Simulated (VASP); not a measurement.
# InSe (R3m) in VASP: a series of runs

Runs on InSe. Level: PBEsol. Tasks: single point.

Everything below comes from runs of VASP 6.6.1. Logs are shortened: lines on timing, memory, paths and dates and some standing lists are left out, and cuts for length are marked.

**Measured values to compare with.**

From “The Interaction of Hydrogen with the van der Waals Crystal γ-InSe”, 2020, pmc:7321205, for a bulk crystal of InSe at 300 K: band gap 1.25 eV.

How close the calculation comes is told below.

### 1 The cell of the first run

Symmetry: R3m, No. 160, trigonal system. The conventional cell has a = 4.000 Å, b = 4.000 Å, c = 25.320 Å, α = 90.00°, β = 90.00°, γ = 120.00°. Within 3.5 Å of In (site symmetry 3m) lie 3 Se at 2.64 Å and 1 In at 2.82 Å. Within 3.5 Å of In (site symmetry 3m) lie 3 Se at 2.63 Å and 1 In at 2.82 Å. Se (site symmetry 3m) has 3 In at 2.64 Å within 3.5 Å. Within 3.5 Å of Se (site symmetry 3m) lie 3 In at 2.63 Å.

### 2 Single point, PBEsol

Contents of INCAR:

```
SYSTEM = InSe
  PREC = Accurate
  ENCUT = 500
  EDIFF = 1E-6
  ISMEAR = -1
  SIGMA = 0.02
  LREAL = .False.
  LASPH = .True.
  NELM = 120
  ALGO = Normal
  ISIF = 2
  LWAVE = .False.
  LCHARG = .False.
  GGA = PS
  NBANDS = 27
  GGA_COMPAT = .False.
```

Contents of KPOINTS:

```
Automatic mesh
0
Gamma
  6 6 6
  0 0 0
```

Contents of POSCAR:

```
InSe
1.0
    2.0000000000      1.1547010000      8.4400000000
   -2.0000000000      1.1547010000      8.4400000000
    0.0000000000     -2.3094010000      8.4400000000
In Se
2 2
Direct
    0.0000000000      0.0000000000      0.0000000000
    0.1114000000      0.1114000000      0.1114000000
    0.6165000000      0.6165000000      0.6165000000
    0.8281000000      0.8281000000      0.8281000000
```

Potentials or basis: VASP PAW PBE potentials, release 64 (In_d, Se).

The run is started by

```sh
cat potpaw_PBE.64/In_d/POTCAR potpaw_PBE.64/Se/POTCAR > POTCAR
mpirun -np 1 vasp_std > vasp.out
```

OUTCAR:

```text
SYSTEM = InSe
   PREC = Accurate
   ENCUT = 500
   EDIFF = 1E-6
   ISMEAR = -1
   LREAL = .False.
   LASPH = .True.
   NELM = 120
   ISIF = 2
   GGA = PS

 ion  position               nearest neighbor table
   1  0.000  0.000  0.000-   3 2.64   3 2.64   3 2.64   2 2.82
   2  0.111  0.111  0.111-   4 2.63   4 2.63   4 2.63   1 2.82
   3  0.617  0.617  0.617-   1 2.64   1 2.64   1 2.64
   4  0.828  0.828  0.828-   2 2.63   2 2.63   2 2.63

  LATTYP: Found a trigonal (rhomboedric) cell.
 ALAT       =     8.7502533906
 COS(alpha) =     0.8955162373

  Lattice vectors:

 A1 = (   2.0000000000,   1.1547010000,   8.4400000000)
 A2 = (  -2.0000000000,   1.1547010000,   8.4400000000)
 A3 = (   0.0000000000,  -2.3094010000,   8.4400000000)

Analysis of symmetry for initial positions (statically):
=====================================================================
 Subroutine PRICEL returns:
 Original cell was already a primitive cell.

 Routine SETGRP: Setting up the symmetry group for a
 trigonal (rhombohedral) supercell.

 Subroutine GETGRP returns: Found  6 space group operations
 (whereof  6 operations were pure point group operations)
 out of a pool of 12 trial point group operations.

The static configuration has the point symmetry C_3v.

Analysis of symmetry for dynamics (positions and initial velocities):
=====================================================================
 Subroutine PRICEL returns:
 Original cell was already a primitive cell.

 Routine SETGRP: Setting up the symmetry group for a
 trigonal (rhombohedral) supercell.

 Subroutine GETGRP returns: Found  6 space group operations
 (whereof  6 operations were pure point group operations)
 out of a pool of 12 trial point group operations.

The dynamic configuration has the point symmetry C_3v.

 Subroutine INISYM returns: Found  6 space group operations
 (whereof  6 operations are pure point group operations),
 and found     1 'primitive' translations

----------------------------------------------------------------------------------------

                                     Primitive cell

  volume of cell :     116.9481

  direct lattice vectors                    reciprocal lattice vectors
     2.000000000  1.154701000  8.440000000     0.250000000  0.144337551  0.039494465
    -2.000000000  1.154701000  8.440000000    -0.250000000  0.144337551  0.039494465
     0.000000000 -2.309401000  8.440000000     0.000000000 -0.288675103  0.039494482

  length of vectors
     8.750253391  8.750253391  8.750253309     0.291364276  0.291364276  0.291364255

  position of ions in fractional coordinates (direct lattice)
     0.000000000  0.000000000  0.000000000
     0.111400000  0.111400000  0.111400000
     0.616500000  0.616500000  0.616500000
     0.828100000  0.828100000  0.828100000

  ion indices of the primitive-cell ions
   primitive index   ion index
                 1           1
                 2           2
                 3           3
                 4           4

----------------------------------------------------------------------------------------

 KPOINTS: Automatic mesh

Automatic generation of k-mesh.
 Grid dimensions read from file:
 generate k-points for:    6    6    6

 Generating k-lattice:

  Cartesian coordinates                     Fractional coordinates (reciprocal lattice)
     0.041666667  0.024056259  0.006582411     0.166666667  0.000000000  0.000000000
    -0.041666667  0.024056259  0.006582411     0.000000000  0.166666667  0.000000000
     0.000000000 -0.048112517  0.006582414     0.000000000  0.000000000  0.166666667

  Length of vectors
     0.048560713  0.048560713  0.048560709

  Shift w.r.t. Gamma in fractional coordinates (k-lattice)
     0.000000000  0.000000000  0.000000000

 Subroutine IBZKPT returns following result:
 ===========================================

 Found     32 irreducible k-points:

 Following reciprocal coordinates:
            Coordinates               Weight
  0.000000  0.000000  0.000000      1.000000
  0.166667  0.000000  0.000000      6.000000
  0.333333  0.000000  0.000000      6.000000
  0.500000  0.000000  0.000000      3.000000
  0.166667  0.166667  0.000000      6.000000
  0.333333  0.166667  0.000000     12.000000
[... 16 lines left out ...]
  0.500000  0.500000  0.166667      6.000000
 -0.333333  0.500000  0.166667     12.000000
 [... further k-points ...]
   k-points           NKPTS =     32   k-points in BZ     NKDIM =     32   number of bands    NBANDS=     27
   number of dos      NEDOS =    301   number of ions     NIONS =      4
   total plane-waves  NPLWV = 262144
   dimension x,y,z NGX =    64 NGY =   64 NGZ =   64
   dimension x,y,z NGXF=   128 NGYF=  128 NGZF=  128
   ions per type =               2   2
   NGX,Y,Z   is equivalent  to a cutoff of  12.16, 12.16, 12.16 a.u.
   NGXF,Y,Z  is equivalent  to a cutoff of  24.32, 24.32, 24.32 a.u.
 SYSTEM =  InSe
   PREC   = accura    normal or accurate (medium, high low for compatibility)
   ISTART =      0    job   : 0-new  1-cont  2-samecut
   ICHARG =      2    charge: 1-file 2-atom 10-const
   ISPIN  =      1    spin polarized calculation?
   LNONCOLLINEAR =      F non collinear calculations
   LSORBIT =      F    spin-orbit coupling
   LASPH  =      T    aspherical Exc in radial PAW
   ENCUT  =  500.0 eV  36.75 Ry    6.06 a.u.  15.95 15.95 15.95*2*pi/ulx,y,z
   NELM   =    120;   NELMIN=  2; NELMDL= -5     # of ELM steps
   EDIFF  = 0.1E-05   stopping-criterion for ELM
   LREAL  =      F    real-space projection
   EDIFFG = 0.1E-04   stopping-criterion for IOM
   NSW    =      0    number of steps for IOM
   IBRION =     -1    ionic relax: 0-MD 1-quasi-New 2-CG
   NFREE  =      0    steps in history (QN), initial steepest desc. (CG)
   ISIF   =      2    stress and relaxation
   ISYM   =      2    0-nonsym 1-usesym 2-fastsym
   POTIM  = 0.5000    time-step for ionic-motion
   TEBEG  =    0.0;   TEEND  =   0.0 temperature during run
   PSTRESS=    0.0 pullay stress
   NELECT =      38.0000    total number of electrons
   NUPDOWN=      -1.0000    fix difference up-down
   EMIN   =  10.00;   EMAX   =-10.00  energy-range for DOS
   EFERMI =   0.00;   METHOD = LEGACY
   ISMEAR =    -1;   SIGMA  =   0.02  broadening in eV -4-tet -1-fermi 0-gaus
   EFERMI_NEDOS =   21; number of points for ismear=-14 and -15
   IALGO  =     38    algorithm
   IMIX   =      4    mixing-type and parameters
     AMIX     =   0.40;   BMIX     =  1.00
     AMIX_MAG =   1.60;   BMIX_MAG =  1.00
  volume/ion in A,a.u.               =      29.24       197.30
  Fermi-wavevector in a.u.,A,eV,Ry     =   1.125481  2.126851 17.234614  1.266708
  Thomas-Fermi vector in A             =   2.262159
   LORBIT       =      0    0 simple, 1 ext, 2 COOP (PROOUT), +10 PAW based schemes
   GGA     = PS    functional components
   LHFCALC =     F    Hartree Fock is set to
   AEXX    =    0.0000 exact exchange contribution
   IVDW    =     0    specifies the selected vdW correction
   LEPSILON=     F    determine dielectric tensor
   LRPA    =     F    only Hartree local field effects (RPA)
 non-spin polarized calculation
  energy-cutoff  :      500.00
  volume of cell :      116.95
 maximum number of plane-waves:      3012
   NGX = 31   NGY = 31   NGZ = 31

 number of electron      38.0000005 magnetization

 Free energy of the ion-electron system (eV)
  ---------------------------------------------------
  ext. energy  EPLUGINS =         0.00000000
  ---------------------------------------------------
  free energy    TOTEN  =       -15.58532844 eV

  energy without entropy =      -15.58532754  energy(sigma->0) =      -15.58532799

 E-fermi :   4.1406     XC(G=0):  -9.0978

 val. band max:        3.9758665976   @ k =   0.5000   0.5000   0.5000
 cond. band min:       4.3054317059   @ k =   0.5000   0.5000   0.5000
 fundamental gap:      0.3295651082
 Fermi energy:         4.1406496010

 k-point     1 :       0.0000    0.0000    0.0000
  band No.  band energies     occupation
      1     -10.7430      2.00000
      2     -10.5696      2.00000
      3     -10.5696      2.00000
      4     -10.4963      2.00000
      5     -10.4963      2.00000
      6     -10.4724      2.00000
[... 19 lines left out ...]
     26       9.3984      0.00000
     27      11.3876      0.00000

 k-point     2 :       0.1667    0.0000    0.0000
  band No.  band energies     occupation
      1     -10.7634      2.00000
      2     -10.6537      2.00000
      3     -10.6127      2.00000
      4     -10.5640      2.00000
      5     -10.4798      2.00000
      6     -10.4767      2.00000
[... 19 lines left out ...]
     26       9.9672      0.00000
     27      10.6866      0.00000

 k-point     3 :       0.3333    0.0000    0.0000
  band No.  band energies     occupation
      1     -10.8719      2.00000
      2     -10.7655      2.00000
      3     -10.6759      2.00000
      4     -10.5607      2.00000
      5     -10.4945      2.00000
      6     -10.4382      2.00000
[... 19 lines left out ...]
     26      10.5248      0.00000
     27      11.1308      0.00000

 k-point     4 :       0.5000    0.0000    0.0000
  band No.  band energies     occupation
      1     -10.9246      2.00000
      2     -10.8245      2.00000
      3     -10.6713      2.00000
      4     -10.5615      2.00000
      5     -10.5015      2.00000
      6     -10.4196      2.00000
[... 19 lines left out ...]
     26      10.3253      0.00000
     27      10.8662      0.00000
[... 516 lines left out ...]
      4     -10.5733      2.00000
      5     -10.4879      2.00000
      6     -10.4316      2.00000
[... 19 lines left out ...]
     26      11.0081      0.00000
     27      11.5959      0.00000

 k-point    23 :       0.5000    0.5000    0.1667
  band No.  band energies     occupation
      1     -10.8614      2.00000
      2     -10.7781      2.00000
      3     -10.6740      2.00000
      4     -10.5611      2.00000
      5     -10.4944      2.00000
      6     -10.4380      2.00000
[... 19 lines left out ...]
     26      10.9044      0.00000
     27      11.2149      0.00000

 k-point    24 :      -0.3333    0.5000    0.1667
  band No.  band energies     occupation
      1     -10.9045      2.00000
      2     -10.8255      2.00000
      3     -10.6706      2.00000
      4     -10.5735      2.00000
      5     -10.4879      2.00000
      6     -10.4315      2.00000
[... 19 lines left out ...]
     26      11.0507      0.00000
     27      11.4483      0.00000

 [... further k-points ...]
[... 5 lines left out ...]
  --------------------------------------------------------------------------------------
  -------------------------------------------------------------------------------------
  Total        0.4367279      0.4367280     -0.3287541      0.0000000     -0.0000000      0.0000000
  in kB        5.9831297      5.9831310     -4.5038995      0.0000000     -0.0000002      0.0000000
  external PRESSURE =       2.4874537 kB  Pullay stress =       0.0000000 kB

 VOLUME and BASIS-vectors are now :
 -----------------------------------------------------------------------------
  energy-cutoff  :      500.00
  volume of cell :      116.95
      direct lattice vectors                 reciprocal lattice vectors
     2.000000000  1.154701000  8.440000000     0.250000000  0.144337551  0.039494465
    -2.000000000  1.154701000  8.440000000    -0.250000000  0.144337551  0.039494465
     0.000000000 -2.309401000  8.440000000     0.000000000 -0.288675103  0.039494482

 POSITION                                       TOTAL-FORCE (eV/Angst)
 -----------------------------------------------------------------------------------
      0.00000      0.00000      0.00000         0.000000      0.000000      0.299724
      0.00000      0.00000      2.82065         0.000000     -0.000000     -0.317425
      0.00000      0.00000     15.60978         0.000000     -0.000000     -0.088300
      0.00000      0.00000     20.96749         0.000000      0.000000      0.106001
 -----------------------------------------------------------------------------------
    total drift:                               -0.000000     -0.000005      0.000680

  FREE ENERGIE OF THE ION-ELECTRON SYSTEM (eV)
  ---------------------------------------------------
  free  energy   TOTEN  =       -15.5853284438 eV

  energy  without entropy=      -15.5853275402  energy(sigma->0) =      -15.58532799
```

Wall time 3.7 min (1 thread of Intel Xeon Platinum 8488C (Sapphire Rapids), shared host); peak memory 0.55 GiB.

What came out:

| Item | Value |
| --- | --- |
| Free energy | -15.5853 eV |
| Pressure | 0.2 GPa |
| Largest force | 0.317 eV/Å |
| Band gap on the k mesh | 0.33 eV |

Forces in eV/Å, atoms in the order of the input:
```
In   0.000  0.000  0.300
In   0.000  0.000 -0.317
Se   0.000  0.000 -0.088
Se   0.000  0.000  0.106
```

Stress tensor (GPa, compression positive):
```
 0.60  0.00  0.00
 0.00  0.60  0.00
 0.00  0.00 -0.45
```

Caveat: the PAW data sets were made with another functional, which shifts forces and pressure a little; spin-orbit coupling is left out, which moves the levels of the heavy elements.

[end of part 1 of 2]
